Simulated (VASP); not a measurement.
## BN: single point with PBEsol

BN:

```
CELL_PARAMETERS angstrom
2.55315 0.00000 0.00000
-1.27657 2.21109 0.00000
0.00000 0.00000 6.60430
ATOMIC_POSITIONS crystal
B 0.00000 0.00000 0.50000
B 0.33333 0.66667 0.00000
N 0.00000 0.00000 0.00000
N 0.66667 0.33333 0.50000
```

This cell differs from its parent crystal: strained.

| Quantity | Value |
| --- | --- |
| Program | VASP 6.6.1 |
| Task | single point |
| Functional | PBEsol |
| Potentials or basis | VASP PAW PBE potentials, release 64 (B, N) |
| Cutoff | 520 eV |
| k mesh | 12 × 12 × 4 |
| Occupations | gaussian, width 0.02 eV |
| Spin | no spin polarisation |

```
Pressure               : -12.3 GPa
Band gap on the k mesh : 4.15 eV, indirect (least direct gap 4.24 eV)
```

Stress tensor (GPa, compression positive):
```
-18.88   0.00   0.00
  0.00 -18.88   0.00
  0.00   0.00   0.72
```

Levels at points of the mesh, in eV from the valence-band top:
| k point | band 5 | band 6 | band 7 | band 8 | band 9 | band 10 | band 11 | band 12 |
| --- | --- | --- | --- | --- | --- | --- | --- | --- |
| (0.00, 0.00, 0.00) | -1.48 | -1.48 | -1.35 | -1.35 | 4.99 | 9.89 | 10.96 | 10.96 |
| (0.50, 0.00, 0.00) | -4.15 | -4.01 | -1.33 | -0.66 | 4.15 | 5.32 | 8.96 | 9.07 |
| (0.00, 0.00, 0.50) | -1.48 | -1.48 | -1.36 | -1.36 | 7.31 | 7.35 | 10.97 | 10.97 |
| (0.50, 0.00, 0.50) | -4.14 | -4.02 | -0.99 | -0.87 | 4.40 | 4.48 | 9.15 | 9.27 |

Wall time 28 s on 1 thread of AMD EPYC 9R45 (Zen 5) (shared host), peak memory 0.13 GiB.

Caveat: the cell differs from its parent crystal (strained); the PAW data sets were made with another functional, which shifts forces and pressure a little; this functional lacks dispersion, which binds the layers, so the pressure and a relaxed spacing across them are unreliable. A k mesh can miss the band edges.
